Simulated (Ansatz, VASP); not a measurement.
## One calculation of Cu, two programs

Contents of INCAR:

```
SYSTEM = Cu
PREC = Accurate
ENCUT = 520
EDIFF = 1E-6
ISMEAR = 0
SIGMA = 0.15
LREAL = .FALSE.
LASPH = .TRUE.
NELM = 60
ALGO = Fast
ISIF = 2
LWAVE = .FALSE.
LCHARG = .FALSE.
GGA = PS
NBANDS = 18
```

KPOINTS

```
Automatic mesh
0
G
  24 24 12
  0 0 0
```

POSCAR

```
Cu
1.0
    2.4868792053      0.0000000000      0.0000000000
   -1.2434396027      2.1537005679      0.0000000000
    0.0000000000      0.0000000000      4.2279433370
Cu
2
Direct
    0.3333333333      0.6666666667      0.2500000000
    0.6666666667      0.3333333333      0.7500000000
```

Input for Ansatz:

```yaml
crystal:
  lattice:
    - [2.4868792053, 0.0, 0.0]
    - [-1.2434396027, 2.1537005679, 0.0]
    - [0.0, 0.0, 4.227943337]
  atoms:
    - { symbol: Cu, position: [0.3333333333, 0.6666666667, 0.25] }
    - { symbol: Cu, position: [0.6666666667, 0.3333333333, 0.75] }
basis:
  ecutwfc: 520.0
kpoints:
  mp_grid: { grid: [24, 24, 12] }
hamiltonian:
  xc: pbesol
  pseudopotentials: { kind: paw }
scf:
  occupations: { method: gaussian, width: 0.15 }
output:
  forces: true
  stress: true
  eigenvalues: true
```

Alike in both runs: task single point; functional PBEsol; k mesh 24 × 24 × 12; occupations gaussian, width 0.15 eV; no spin polarisation.

|  | VASP | Ansatz |
| --- | --- | --- |
| version | VASP 6.6.1 | Ansatz 0.2.0 |
| potentials or method | VASP PAW PBE potentials, release 64 (Cu), cutoff 520 eV | scalar-relativistic, plane waves, PAW |
| valence electrons in the cell | 22 | 38 |

|  | VASP | Ansatz | Ansatz less VASP |
| --- | --- | --- | --- |
| gap on the k mesh at the Fermi level (eV) | none | none | - |
| pressure (GPa) | 1.2 | 0.3 | -0.96 |
| traceless stress, the component that is largest in VASP (GPa) | -4.94 | -4.90 | +0.041 |

VASP's potentials were made for PBE, not for PBEsol. A gap of «none» marks a metal or a gap that the smearing closes. VASP's potentials hold 22 valence electrons a cell and Ansatz's 38, so a difference there can come from the potentials and not from the codes.
